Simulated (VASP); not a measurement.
Wanted: the native input for a VASP 6.6.1 run.

| Quantity | Value |
| --- | --- |
| Task | single point |
| Functional | PBEsol |
| Potentials or basis | VASP PAW PBE potentials, release 64 (Mg, O) |
| Cutoff | 520 eV |
| k mesh | 9 × 9 × 6 |
| Occupations | gaussian, width 0.05 eV |
| Spin | no spin polarisation |
| Dipole correction | no |
| Further INCAR settings | ALGO = Normal; EDIFF = 1e-07; NBANDS = 16 |

The structure of MgO lies in POSCAR:

```
MgO
1.0
    3.1878000000      0.0000000000      0.0000000000
   -1.5939000000      2.7607157822      0.0000000000
    0.0000000000      0.0000000000      5.1198000000
Mg O
2 2
Direct
    0.3333333333      0.6666666667      0.0036583380
    0.6666666667      0.3333333333      0.5036583380
    0.3333333333      0.6666666667      0.4009416620
    0.6666666667      0.3333333333      0.9009416620
```

One way to write it, as run:

INCAR

```
SYSTEM = MgO
PREC = Accurate ; ENCUT = 520
EDIFF = 1E-7 ; ISMEAR = 0
SIGMA = 0.05 ; LREAL = .FALSE.
LASPH = .TRUE. ; NELM = 80
ALGO = Normal ; ISIF = 2
LWAVE = .FALSE. ; LCHARG = .TRUE.
GGA = PS ; LELF = .TRUE.
LVHAR = .TRUE. ; NBANDS = 16
```

KPOINTS

```
regular mesh
0
G
  9 9 6
  0 0 0
```

Potentials or basis: VASP PAW PBE potentials, release 64 (Mg, O).

Command:

```console
$ cat potpaw_PBE.64/Mg/POTCAR potpaw_PBE.64/O/POTCAR > POTCAR
$ mpirun -np 1 vasp_std > vasp.out
```

It gave:

The pressure is 8.0 GPa, the largest force is 0.558 eV/Å and the band gap on the k mesh is 3.74 eV, direct.

Caveat: the PAW data sets were made with another functional, which shifts forces and pressure a little.

It took 24 s on 1 thread of Intel(R) Xeon(R) Platinum 8488C (Sapphire Rapids) (shared host), peak memory 0.17 GiB.
